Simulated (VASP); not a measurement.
Ca: single point with PBEsol

Ca:

```
Ca
1.0
     3.07401    0.00000    0.00000
     0.00000    3.07401    0.00000
     0.00000    0.00000    3.07401
Ca
1
Direct
  0.00000 0.00000 0.00000
```

This cell differs from its parent crystal: volume scaled by 0.7.

```yaml
Program: VASP 6.6.1
Task: single point
Functional: PBEsol
Potentials_or_basis: VASP PAW PBE potentials, release 64 (Ca_sv)
Cutoff: 520 eV
k_mesh: 11 × 11 × 11
Occupations: fermi-dirac, width 0.08 eV
Spin: no spin polarisation
```

The pressure is 7.0 GPa and the band gap on the k mesh is zero (band 5 reaches 3.72 eV, above the bottom of band 6 at 3.56 eV).

Levels at points of the mesh, in eV from the Fermi level:
```
           k point  band 1  band 2  band 3  band 4  band 5  band 6  band 7  band 8  band 9  band 10
(0.00, 0.00, 0.00)  -41.43  -22.18  -22.18  -22.18   -4.37    0.61    0.61    5.55    5.55     5.55
```

It took 18 s on 1 thread of Intel Xeon 6975P-C, with other jobs on the host, peak memory 0.15 GiB.

Caveat: the PAW data sets were made with another functional, which shifts forces and pressure a little.
